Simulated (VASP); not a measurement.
Write the native input for VASP 6.6.1 that does the following.

* Task: single point
* Functional: PBE
* Dispersion: D3(BJ)
* Potentials or basis: VASP PAW PBE potentials, release 64 (S, Pt)
* Cutoff: 520 eV
* k mesh: 9 × 9 × 1
* Occupations: gaussian, width 0.05 eV
* Spin: no spin polarisation
* Dipole correction: yes
* Further INCAR settings: ALGO = Normal; EDIFF = 1e-06; NBANDS = 31

The structure of PtS2 lies in POSCAR:

```
PtS2
1.0
    3.5414384854      0.0000000000      0.0000000000
   -1.7707192427      3.0669756943      0.0000000000
    0.0000000000      0.0000000000     22.4671585948
S Pt
4 2
Direct
    0.6666666667      0.3333333333      0.2002923503
    0.3333333333      0.6666666667      0.3106538866
    1.0000000000      1.0000000000      0.4391985131
    0.6666666667      1.3333333333      0.5495602357
    0.0000000000      0.0000000000      0.2556534246
    0.3333333333      0.6666666667      0.4941997401
```

One way to write it, as run:

INCAR

```
PREC     = Accurate       # precision mode
ENCUT    = 520            # plane-wave cutoff, eV
EDIFF    = 1E-6           # SCF threshold, eV
ISMEAR   = 0              # smearing method
SIGMA    = 0.05           # smearing width, eV
LREAL    = False          # projectors in reciprocal space
LASPH    = True           # aspherical terms in the spheres
NELM     = 100            # most SCF steps
ALGO     = Normal         # electronic algorithm
ISIF     = 2              # what is computed and relaxed
LWAVE    = False          # write WAVECAR
LCHARG   = False          # write CHGCAR
LDIPOL   = True         
IDIPOL   = 3            
DIPOL    = 0.5 0.5 0.375
GGA      = PE             # functional
IVDW     = 12             # dispersion correction
NBANDS   = 31             # bands
```

KPOINTS

```
Automatic mesh
0
Gamma
  9 9 1
```

Potentials or basis: VASP PAW PBE potentials, release 64 (S, Pt).

The run is started by

```console
$ cat potpaw_PBE.64/S/POTCAR potpaw_PBE.64/Pt/POTCAR > POTCAR
$ mpirun -np 1 vasp_std > vasp.out
```

Results of the run:

```
Largest force              : 0.039 eV/Å
Band gap on the k mesh     : 1.24 eV, indirect (least direct gap 1.47 eV)
Dispersion energy per atom : -0.334 eV
```

Caveat: spin-orbit coupling is left out, which moves the levels of the heavy elements.

Wall time 2.8 min on 1 thread of Intel(R) Xeon(R) Platinum 8259CL CPU @ 2.50GHz (Skylake/Cascade Lake) (shared host), peak memory 0.39 GiB.
